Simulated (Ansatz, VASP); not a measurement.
**MgTe: VASP beside Ansatz**

```
CELL_PARAMETERS angstrom
4.57893 0.00000 0.00000
-2.28946 3.96547 0.00000
0.00000 0.00000 7.45485
ATOMIC_POSITIONS crystal
Mg 0.33333 0.66667 0.00435
Mg 0.66667 0.33333 0.50435
Te 0.33333 0.66667 0.38065
Te 0.66667 0.33333 0.88065
```

Alike in both runs: task single point; functional PBE0; k mesh 6 × 6 × 4; occupations fermi-dirac, width 0.02 eV; no spin polarisation.

```csv
,VASP,Ansatz
version,VASP 6.6.1,Ansatz 0.2.0
potentials or method,"VASP PAW PBE potentials, release 64 (Mg, Te), cutoff 520 eV",PAW plane waves
valence electrons in the cell,16,52
```

```tsv
	VASP	Ansatz	Ansatz less VASP
gap on the k mesh at the Fermi level (eV)	3.85	3.95	+0.099
pressure (GPa)	-0.3	-0.1	+0.21
```

VASP's potentials hold 16 valence electrons a cell and Ansatz's 52, so a difference there can come from the potentials and not from the codes. Ansatz's warnings: stress exchange threshold loose, stress scf threshold loose.

Neither program's run includes spin-orbit coupling.
